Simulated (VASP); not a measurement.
Write the native input for VASP 6.6.1 that does the following.

| Item | Value |
| --- | --- |
| Task | single point |
| Functional | r2SCAN |
| Potentials or basis | VASP PAW PBE potentials, release 64 (Pb_d, O) |
| Cutoff | 520 eV |
| k mesh | 6 × 6 × 8 |
| Occupations | fermi-dirac, width 0.02 eV |
| Spin | no spin polarisation |
| Dipole correction | no |
| Further INCAR settings | ALGO = Normal; EDIFF = 1e-06; NBANDS = 35 |

PbO2:

```xyz
6
Lattice="4.9838 0.0000 0.0000 0.0000 4.9838 0.0000 0.0000 0.0000 3.3054" Properties=species:S:1:pos:R:3 pbc="T T T"
Pb    0.0000    0.0000    0.0000
Pb    2.4919    2.4919    1.6527
O     1.5256    1.5256    0.0000
O     0.9664    4.0175    1.6527
O     4.0175    0.9664    1.6527
O     3.4583    3.4583    0.0000
```

This cell differs from its parent crystal: uniaxial z strain -3.0%.

These files were run (other wordings do the same):

POSCAR

```
PbO2
1.0
    4.9838460811      0.0000000000      0.0000000000
    0.0000000000      4.9838460811      0.0000000000
    0.0000000000      0.0000000000      3.3053936340
Pb O
2 4
Direct
    0.0000000000      0.0000000000      0.0000000000
    0.5000000000      0.5000000000      0.5000000000
    0.3061011486      0.3061011486      0.0000000000
    0.1938988514      0.8061011486      0.5000000000
    0.8061011486      0.1938988514      0.5000000000
    0.6938988514      0.6938988514      0.0000000000
```

INCAR.step1

```
SYSTEM = PbO2
PREC     = Accurate       ! precision mode
ENCUT    = 520            ! plane-wave cutoff, eV
ISMEAR   = -1             ! smearing method
SIGMA    = 0.02           ! smearing width, eV
LREAL    = .FALSE.        ! projectors in reciprocal space
LASPH    = .TRUE.         ! aspherical terms in the spheres
NELM     = 100            ! most SCF steps
NBANDS   = 35             ! bands
GGA      = PE             ! functional
ALGO     = Normal         ! electronic algorithm
EDIFF    = 1E-4           ! SCF threshold, eV
LWAVE    = .TRUE.         ! write WAVECAR
LCHARG   = .FALSE.        ! write CHGCAR
```

INCAR.step2

```
SYSTEM = PbO2
PREC     = Accurate       ! precision mode
ENCUT    = 520            ! plane-wave cutoff, eV
EDIFF    = 1E-6           ! SCF threshold, eV
ISMEAR   = -1             ! smearing method
SIGMA    = 0.02           ! smearing width, eV
LREAL    = .FALSE.        ! projectors in reciprocal space
LASPH    = .TRUE.         ! aspherical terms in the spheres
NELM     = 100            ! most SCF steps
ALGO     = Normal         ! electronic algorithm
ISIF     = 2              ! what is computed and relaxed
LWAVE    = .FALSE.        ! write WAVECAR
LCHARG   = .FALSE.        ! write CHGCAR
METAGGA  = R2SCAN         ! meta-GGA
LMIXTAU  = .TRUE.       
NBANDS   = 35             ! bands
ISTART   = 1
```

KPOINTS

```
Automatic mesh
0
G
  6 6 8
  0 0 0
```

Potentials or basis: VASP PAW PBE potentials, release 64 (Pb_d, O).

Command:

```sh
$ cat potpaw_PBE.64/Pb_d/POTCAR potpaw_PBE.64/O/POTCAR > POTCAR
$ cp INCAR.step1 INCAR
$ mpirun -np 1 vasp_std > vasp.out
$ cp INCAR.step2 INCAR
$ mpirun -np 1 vasp_std > vasp.out
```

Results of the run:

- Pressure: 6.8 GPa
- Largest force: 0.024 eV/Å
- Band gap on the k mesh: 0.11 eV, indirect (least direct gap 0.19 eV)

Caveat: the cell differs from its parent crystal (uniaxial z strain -3.0%); the PAW data sets were made with another functional, which shifts forces and pressure a little; spin-orbit coupling is left out, which moves the levels of the heavy elements.

Wall time 5 min on 1 thread of Intel(R) Xeon(R) 6975P-C (Granite Rapids), with other jobs on the host, peak memory 0.28 GiB.
